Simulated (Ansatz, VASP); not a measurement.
One calculation of Si, two programs

```
Si
1.0
     0.00000    2.70097    2.70097
     2.70097    0.00000    2.70097
     2.70097    2.70097    0.00000
Si
2
Direct
  0.00000 0.00000 0.00000
  0.25000 0.25000 0.25000
```

Alike in both runs: functional LDA; k mesh 12 × 12 × 12; occupations gaussian, width 0.02 eV; no spin polarisation.

Ansatz relaxed the structure, and its values are those at the end. VASP's run is a single point on that final structure, the one shown.

|  | VASP | Ansatz |
| --- | --- | --- |
| version | VASP 6.6.1 | Ansatz 0.2.0 |
| potentials or method | VASP PAW LDA potentials, release 64 (Si), cutoff 500 eV | scalar-relativistic, plane waves, PAW |
| valence electrons in the cell | 8 | 8 |

```csv
,VASP,Ansatz,Ansatz less VASP
gap on the k mesh at the Fermi level (eV),0.44,0.44,+0.002
least direct gap on the mesh (eV),2.53,2.53,+0.002
pressure (GPa),0.0,0.0,-0.04
```

LDA's correlation is that of Perdew and Zunger in VASP and of Perdew and Wang (1992) in Ansatz.
